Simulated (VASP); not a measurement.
Here is a VASP 6.6.1 calculation.

Contents of INCAR:

```
SYSTEM = Te2Mo
ALGO = Normal
EDIFF = 1E-6
EDIFFG = -0.01
ENCUT = 600
GGA = RP
IBRION = 2
ISIF = 3
ISMEAR = -1
LASPH = .TRUE.
LCHARG = .FALSE.
LREAL = .FALSE.
LWAVE = .FALSE.
NELM = 80
NSW = 60
PREC = Accurate
SIGMA = 0.05
```

Contents of KPOINTS:

```
k-points
0
G
  4 8 1
  0 0 0
```

Contents of POSCAR:

```
Te2Mo
1.0
    6.3616090156      0.0000000000      0.0000000000
    0.0000000000      3.4804030600      0.0000000000
   -0.0857412231      0.0000000000     36.1758904685
Te Mo
4 2
Direct
    0.4292511000      0.7500000000      0.5407035800
    0.5707489000      0.2500000000      0.4592964200
    0.9208478700      0.2500000000      0.5565273200
    0.0791521300      0.7500000000      0.4434726800
    0.1813475600      0.2500000000      0.4974653700
    0.8186524400      0.7500000000      0.5025346300
```

Potentials or basis: VASP PAW PBE potentials, release 64 (Te, Mo_sv).

Run with:

```bash
$ cat potpaw_PBE.64/Te/POTCAR potpaw_PBE.64/Mo_sv/POTCAR > POTCAR
$ mpirun -np 1 vasp_std > vasp.out
```

Task: Predict the band gap on the k mesh.

Result: Zero (bands 26 and 27 overlap by 0.18 eV).

Task: Estimate the relaxed cell.

Result: a = 6.428 Å, b = 3.495 Å, c = 36.385 Å, α = 90.00°, β = 90.00°, γ = 90.00°.

Step by step:
```tsv
step	energy change (eV)	largest force (eV/Å)	pressure (GPa)	volume (Å³)
1	0.0000	0.4543	0.44	800.97
2	0.0362	0.6537	-0.59	844.26
3	-0.0275	0.0357	0.00	817.67
4	-0.0275	0.0332	0.01	817.33
5	-0.0281	0.0227	0.00	817.83
6	-0.0282	0.0305	0.00	817.97
7	-0.0283	0.0115	-0.01	818.05
8	-0.0283	0.0080	-0.01	818.09
9	-0.0283	0.0117	0.01	816.97
10	-0.0283	0.0083	0.00	817.38
```

Caveat: there is no dipole correction, which matters where the two faces differ; the PAW data sets were made with another functional, which shifts forces and pressure a little; spin-orbit coupling is left out, which moves the levels of the heavy elements.
